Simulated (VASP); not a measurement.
# SbRh3 (P4/mmm) in VASP: notebook

The runs below take SbRh3 through single point, with LDA.

Everything below comes from runs of VASP 6.6.1. Logs are shortened: lines on timing, memory, paths and dates and some standing lists are left out, and cuts for length are marked.

### Step 1. The cell of the first run

The structure is tetragonal, space group P4/mmm (No. 123). The conventional cell has a = 3.685 Å, b = 3.685 Å, c = 3.782 Å, α = 90.00°, β = 90.00°, γ = 90.00°. Sb (site symmetry 4/mmm) has 12 Rh at 2.61 to 2.64 Å within 3.4 Å. Within 3.4 Å of Rh (site symmetry 4/mmm) lie 4 Sb at 2.61 Å and 8 Rh at 2.64 Å. Within 3.4 Å of Rh (site symmetry mmm) lie 8 Rh at 2.61 to 2.64 Å and 4 Sb at 2.64 Å.

### Step 2. Single point, LDA (strain -0.050 along x and y, -0.025 along z)

The input, INCAR:

```
SYSTEM = SbRh3
ALGO = Normal ; EDIFF = 1E-6
ENCUT = 520 ; ISIF = 2
ISMEAR = 0 ; LASPH = .True.
LCHARG = .False. ; LREAL = .False.
LWAVE = .False. ; NBANDS = 33
NELM = 100 ; PREC = Accurate
SIGMA = 0.15
```

The input, KPOINTS:

```
k-points
0
Gamma
  12 12 12
  0 0 0
```

The input, POSCAR:

```
SbRh3
1.0
    3.6847319101      0.0000000000      0.0000000000
    0.0000000000      3.6847319101      0.0000000000
    0.0000000000      0.0000000000      3.7816985393
Sb Rh
1 3
Direct
    0.0000000000      0.0000000000      0.0000000000
    0.5000000000      0.5000000000      0.0000000000
    0.5000000000      0.0000000000      0.5000000000
    0.0000000000      0.5000000000      0.5000000000
```

Potentials or basis: VASP PAW LDA potentials, release 64 (Sb, Rh_pv).

Started as:

```sh
cat potpaw_LDA.64/Sb/POTCAR potpaw_LDA.64/Rh_pv/POTCAR > POTCAR
mpirun -np 1 vasp_std > vasp.out
```

OUTCAR:

```text
SYSTEM = SbRh3
   EDIFF = 1E-6
   ENCUT = 520
   ISIF = 2
   ISMEAR = 0
   LASPH = .True.
   LREAL = .False.
   NELM = 100
   PREC = Accurate

 ion  position               nearest neighbor table
   1  0.000  0.000  0.000-   2 2.61   2 2.61   2 2.61   2 2.61   4 2.64   3 2.64   4 2.64   4 2.64
                             4 2.64   3 2.64   3 2.64   3 2.64
   2  0.500  0.500  0.000-   1 2.61   1 2.61   1 2.61   1 2.61   4 2.64   3 2.64   3 2.64   3 2.64
                             4 2.64   4 2.64   4 2.64   3 2.64
   3  0.500  0.000  0.500-   4 2.61   4 2.61   4 2.61   4 2.61   2 2.64   2 2.64   2 2.64   2 2.64
                             1 2.64   1 2.64   1 2.64   1 2.64
   4  0.000  0.500  0.500-   3 2.61   3 2.61   3 2.61   3 2.61   2 2.64   1 2.64   2 2.64   1 2.64
                             2 2.64   1 2.64   2 2.64   1 2.64

  LATTYP: Found a simple tetragonal cell.
 ALAT       =     3.6847319101
 C/A-ratio  =     1.0263157895

  Lattice vectors:

 A1 = (   3.6847319101,   0.0000000000,   0.0000000000)
 A2 = (   0.0000000000,   3.6847319101,   0.0000000000)
 A3 = (   0.0000000000,   0.0000000000,   3.7816985393)

Analysis of symmetry for initial positions (statically):
=====================================================================
 Subroutine PRICEL returns:
 Original cell was already a primitive cell.

 Routine SETGRP: Setting up the symmetry group for a
 simple tetragonal supercell.

 Subroutine GETGRP returns: Found 16 space group operations
 (whereof 16 operations were pure point group operations)
 out of a pool of 16 trial point group operations.

The static configuration has the point symmetry D_4h.

Analysis of symmetry for dynamics (positions and initial velocities):
=====================================================================
 Subroutine PRICEL returns:
 Original cell was already a primitive cell.

 Routine SETGRP: Setting up the symmetry group for a
 simple tetragonal supercell.

 Subroutine GETGRP returns: Found 16 space group operations
 (whereof 16 operations were pure point group operations)
 out of a pool of 16 trial point group operations.

The dynamic configuration has the point symmetry D_4h.

 Subroutine INISYM returns: Found 16 space group operations
 (whereof 16 operations are pure point group operations),
 and found     1 'primitive' translations

----------------------------------------------------------------------------------------

                                     Primitive cell

  volume of cell :      51.3451

  direct lattice vectors                    reciprocal lattice vectors
     3.684731910  0.000000000  0.000000000     0.271390165  0.000000000  0.000000000
     0.000000000  3.684731910  0.000000000     0.000000000  0.271390165  0.000000000
     0.000000000  0.000000000  3.781698539     0.000000000  0.000000000  0.264431443

  length of vectors
     3.684731910  3.684731910  3.781698539     0.271390165  0.271390165  0.264431443

  position of ions in fractional coordinates (direct lattice)
     0.000000000  0.000000000  0.000000000
     0.500000000  0.500000000  0.000000000
     0.500000000  0.000000000  0.500000000
     0.000000000  0.500000000  0.500000000

  ion indices of the primitive-cell ions
   primitive index   ion index
                 1           1
                 2           2
                 3           3
                 4           4

----------------------------------------------------------------------------------------

 KPOINTS: k-points

Automatic generation of k-mesh.
 Grid dimensions read from file:
 generate k-points for:   12   12   12

 Generating k-lattice:

  Cartesian coordinates                     Fractional coordinates (reciprocal lattice)
     0.022615847  0.000000000  0.000000000     0.083333333  0.000000000  0.000000000
     0.000000000  0.022615847  0.000000000     0.000000000  0.083333333  0.000000000
     0.000000000  0.000000000  0.022035954     0.000000000  0.000000000  0.083333333

  Length of vectors
     0.022615847  0.022615847  0.022035954

  Shift w.r.t. Gamma in fractional coordinates (k-lattice)
     0.000000000  0.000000000  0.000000000

 Subroutine IBZKPT returns following result:
 ===========================================

 Found    196 irreducible k-points:

 Following reciprocal coordinates:
            Coordinates               Weight
  0.000000  0.000000  0.000000      1.000000
  0.083333  0.000000  0.000000      4.000000
  0.166667  0.000000  0.000000      4.000000
  0.250000  0.000000  0.000000      4.000000
  0.333333  0.000000  0.000000      4.000000
  0.416667  0.000000  0.000000      4.000000
[... 16 lines left out ...]
  0.333333  0.333333  0.000000      4.000000
  0.416667  0.333333  0.000000      8.000000
 [... further k-points ...]
   k-points           NKPTS =    196   k-points in BZ     NKDIM =    196   number of bands    NBANDS=     33
   number of dos      NEDOS =    301   number of ions     NIONS =      4
   total plane-waves  NPLWV =  21952
   dimension x,y,z NGX =    28 NGY =   28 NGZ =   28
   dimension x,y,z NGXF=    56 NGYF=   56 NGZF=   56
   ions per type =               1   3
   NGX,Y,Z   is equivalent  to a cutoff of  12.63, 12.63, 12.31 a.u.
   NGXF,Y,Z  is equivalent  to a cutoff of  25.27, 25.27, 24.62 a.u.
 SYSTEM =  SbRh3
   PREC   = accura    normal or accurate (medium, high low for compatibility)
   ISTART =      0    job   : 0-new  1-cont  2-samecut
   ICHARG =      2    charge: 1-file 2-atom 10-const
   ISPIN  =      1    spin polarized calculation?
   LNONCOLLINEAR =      F non collinear calculations
   LSORBIT =      F    spin-orbit coupling
   LASPH  =      T    aspherical Exc in radial PAW
   ENCUT  =  520.0 eV  38.22 Ry    6.18 a.u.   6.85  6.85  7.03*2*pi/ulx,y,z
   NELM   =    100;   NELMIN=  2; NELMDL= -5     # of ELM steps
   EDIFF  = 0.1E-05   stopping-criterion for ELM
   LREAL  =      F    real-space projection
   EDIFFG = 0.1E-04   stopping-criterion for IOM
   NSW    =      0    number of steps for IOM
   IBRION =     -1    ionic relax: 0-MD 1-quasi-New 2-CG
   NFREE  =      0    steps in history (QN), initial steepest desc. (CG)
   ISIF   =      2    stress and relaxation
   ISYM   =      2    0-nonsym 1-usesym 2-fastsym
   POTIM  = 0.5000    time-step for ionic-motion
   TEBEG  =    0.0;   TEEND  =   0.0 temperature during run
   PSTRESS=    0.0 pullay stress
   NELECT =      50.0000    total number of electrons
   NUPDOWN=      -1.0000    fix difference up-down
   EMIN   =  10.00;   EMAX   =-10.00  energy-range for DOS
   EFERMI =   0.00;   METHOD = LEGACY
   ISMEAR =     0;   SIGMA  =   0.15  broadening in eV -4-tet -1-fermi 0-gaus
   EFERMI_NEDOS =   21; number of points for ismear=-14 and -15
   IALGO  =     38    algorithm
   IMIX   =      4    mixing-type and parameters
     AMIX     =   0.40;   BMIX     =  1.00
     AMIX_MAG =   1.60;   BMIX_MAG =  1.00
  volume/ion in A,a.u.               =      12.84        86.62
  Fermi-wavevector in a.u.,A,eV,Ry     =   1.622676  3.066414 35.825213  2.633079
  Thomas-Fermi vector in A             =   2.716251
   LORBIT       =      0    0 simple, 1 ext, 2 COOP (PROOUT), +10 PAW based schemes
   GGA     = CA    functional components
   LHFCALC =     F    Hartree Fock is set to
   AEXX    =    0.0000 exact exchange contribution
   IVDW    =     0    specifies the selected vdW correction
   LEPSILON=     F    determine dielectric tensor
   LRPA    =     F    only Hartree local field effects (RPA)
 non-spin polarized calculation
 Gauss-broadening in eV      SIGMA  =   0.15
  energy-cutoff  :      520.00
  volume of cell :       51.35
 maximum number of plane-waves:      1398
 NGX is ok and might be reduce to    28
   NGX = 13   NGY = 13   NGZ = 15

 number of electron      49.9999981 magnetization

 Free energy of the ion-electron system (eV)
  ---------------------------------------------------
  ext. energy  EPLUGINS =         0.00000000
  ---------------------------------------------------
  free energy    TOTEN  =       -31.00882421 eV

  energy without entropy =      -30.98941381  energy(sigma->0) =      -30.99911901

 E-fermi :  15.0034     XC(G=0): -14.5365

 val. band max:       14.9965757715   @ k =   0.1667   0.1667   0.0000
 cond. band min:      15.0145131511   @ k =   0.3333   0.3333   0.2500
 fundamental gap:      0.0179373796
 Fermi energy:        15.0033706029

 k-point     1 :       0.0000    0.0000    0.0000
  band No.  band energies     occupation
      1     -31.6489      2.00000
      2     -31.6489      2.00000
      3     -31.6473      2.00000
      4     -31.3050      2.00000
      5     -31.3050      2.00000
      6     -31.2604      2.00000
[... 25 lines left out ...]
     32      24.5213      0.00000
     33      24.5213      0.00000

 k-point     2 :       0.0833    0.0000    0.0000
  band No.  band energies     occupation
      1     -31.6423      2.00000
      2     -31.6407      2.00000
      3     -31.6396      2.00000
      4     -31.3055      2.00000
      5     -31.3052      2.00000
      6     -31.2624      2.00000
[... 25 lines left out ...]
     32      24.3507      0.00000
     33      24.6405      0.00000

 k-point     3 :       0.1667    0.0000    0.0000
  band No.  band energies     occupation
      1     -31.6235      2.00000
      2     -31.6216      2.00000
      3     -31.6126      2.00000
      4     -31.3069      2.00000
      5     -31.3061      2.00000
      6     -31.2689      2.00000
[... 25 lines left out ...]
     32      24.2825      0.00000
     33      24.7352      0.00000

 k-point     4 :       0.2500    0.0000    0.0000
  band No.  band energies     occupation
      1     -31.5954      2.00000
      2     -31.5926      2.00000
      3     -31.5702      2.00000
      4     -31.3084      2.00000
      5     -31.3084      2.00000
      6     -31.2808      2.00000
[... 673 lines left out ...]
     32      25.1364      0.00000
     33      25.3042      0.00000

 k-point    23 :       0.3333    0.3333    0.0000
  band No.  band energies     occupation
      1     -31.6149      2.00000
      2     -31.4782      2.00000
      3     -31.4615      2.00000
      4     -31.4345      2.00000
      5     -31.3129      2.00000
      6     -31.3041      2.00000
[... 25 lines left out ...]
     32      24.9720      0.00000
     33      25.1254      0.00000

 k-point    24 :       0.4167    0.3333    0.0000
  band No.  band energies     occupation
      1     -31.6092      2.00000
      2     -31.5106      2.00000
      3     -31.4239      2.00000
      4     -31.4171      2.00000
      5     -31.3490      2.00000
      6     -31.3131      2.00000
[... 25 lines left out ...]
     32      25.3644      0.00000
     33      25.5308      0.00000

 [... further k-points ...]

------------------------ aborting loop because EDIFF is reached ----------------------------------------

  FORCE on cell =-STRESS in cart. coord.  units (eV):
  Direction    XX          YY          ZZ          XY          YZ          ZX
  --------------------------------------------------------------------------------------
  -------------------------------------------------------------------------------------
  Total       15.4403732     15.4403732     13.2561497      0.0000000      0.0000000      0.0000000
  in kB      481.8031990    481.8031990    413.6464362      0.0000000      0.0000000      0.0000000
  external PRESSURE =     459.0842781 kB  Pullay stress =       0.0000000 kB

 VOLUME and BASIS-vectors are now :
 -----------------------------------------------------------------------------
  energy-cutoff  :      520.00
  volume of cell :       51.35
      direct lattice vectors                 reciprocal lattice vectors
     3.684731910  0.000000000  0.000000000     0.271390165  0.000000000  0.000000000
     0.000000000  3.684731910  0.000000000     0.000000000  0.271390165  0.000000000
     0.000000000  0.000000000  3.781698539     0.000000000  0.000000000  0.264431443

 POSITION                                       TOTAL-FORCE (eV/Angst)
 -----------------------------------------------------------------------------------
      0.00000      0.00000      0.00000         0.000000      0.000000      0.000000
      1.84237      1.84237      0.00000         0.000000      0.000000      0.000000
      1.84237      0.00000      1.89085         0.000000      0.000000      0.000000
      0.00000      1.84237      1.89085         0.000000      0.000000      0.000000
 -----------------------------------------------------------------------------------
    total drift:                                0.000000      0.000000      0.000000

  FREE ENERGIE OF THE ION-ELECTRON SYSTEM (eV)
  ---------------------------------------------------
  free  energy   TOTEN  =       -31.0088242078 eV

  energy  without entropy=      -30.9894138073  energy(sigma->0) =      -30.99911901
```

Run time: 96 s. Hardware: 1 thread of Intel Xeon 6975P-C (Granite Rapids), shared host; peak memory 0.35 GiB.

What came out:

| Item | Value |
| --- | --- |
| Free energy | -31.0088 eV |
| Pressure | 45.9 GPa |
| Band gap on the k mesh | zero (band 25 reaches 15.75 eV, above the bottom of band 26 at 13.97 eV) |

Caveat: the cell differs from its parent crystal (strain -0.050 along x and y, -0.025 along z); spin-orbit coupling is left out, which moves the levels of the heavy elements.

### Step 3. Single point, LDA (strain -0.025 along x and y, -0.050 along z)

The input, INCAR:

```
SYSTEM = SbRh3
ALGO = Normal
EDIFF = 1E-6
ENCUT = 520
ISIF = 2
ISMEAR = 0
LASPH = .TRUE.
LCHARG = .FALSE.
LREAL = .FALSE.
LWAVE = .FALSE.
NBANDS = 33
NELM = 100
PREC = Accurate
SIGMA = 0.15
```

The input, KPOINTS:

```
k-points
0
G
  12 12 12
  0 0 0
```

The input, POSCAR:

```
SbRh3
1.0
    3.7816985393      0.0000000000      0.0000000000
    0.0000000000      3.7816985393      0.0000000000
    0.0000000000      0.0000000000      3.6847319101
Sb Rh
1 3
Direct
    0.0000000000      0.0000000000      0.0000000000
    0.5000000000      0.5000000000      0.0000000000
    0.5000000000      0.0000000000      0.5000000000
    0.0000000000      0.5000000000      0.5000000000
```

Potentials or basis: VASP PAW LDA potentials, release 64 (Sb, Rh_pv).

Started as:

```sh
cat potpaw_LDA.64/Sb/POTCAR potpaw_LDA.64/Rh_pv/POTCAR > POTCAR
mpirun -np 1 vasp_std > vasp.out
```

Run time: 95 s. Hardware: 1 thread of Intel Xeon 6975P-C (Granite Rapids), shared host; peak memory 0.35 GiB.

It converged, with:

```yaml
Free_energy: -31.3477 eV
Pressure: 34.5 GPa
Band_gap_on_the_k_mesh: zero (band 25 reaches 15.18 eV, above the bottom of band 26 at 13.45 eV)
```

Stress tensor (GPa, compression positive):
```
32.41  0.00  0.00
 0.00 32.41  0.00
 0.00  0.00 38.61
```

Levels at points of the mesh, in eV from the Fermi level:
```tsv
k point	band 23	band 24	band 25	band 26	band 27	band 28
(0.00, 0.00, 0.00)	-0.31	-0.03	0.72	1.15	1.41	1.41
(0.50, 0.00, 0.00)	-1.67	-1.44	0.01	1.41	3.90	3.93
(0.50, 0.50, 0.00)	-1.39	-1.24	-1.11	-1.02	2.06	2.06
(0.00, 0.00, 0.50)	-1.52	-1.37	-0.19	1.16	3.70	4.32
(0.50, 0.00, 0.50)	-1.22	-1.10	-0.98	-0.95	2.20	2.21
(0.50, 0.50, 0.50)	-1.43	-1.18	0.61	0.76	0.76	0.91
```

Caveat: the cell differs from its parent crystal (strain -0.025 along x and y, -0.050 along z); spin-orbit coupling is left out, which moves the levels of the heavy elements.
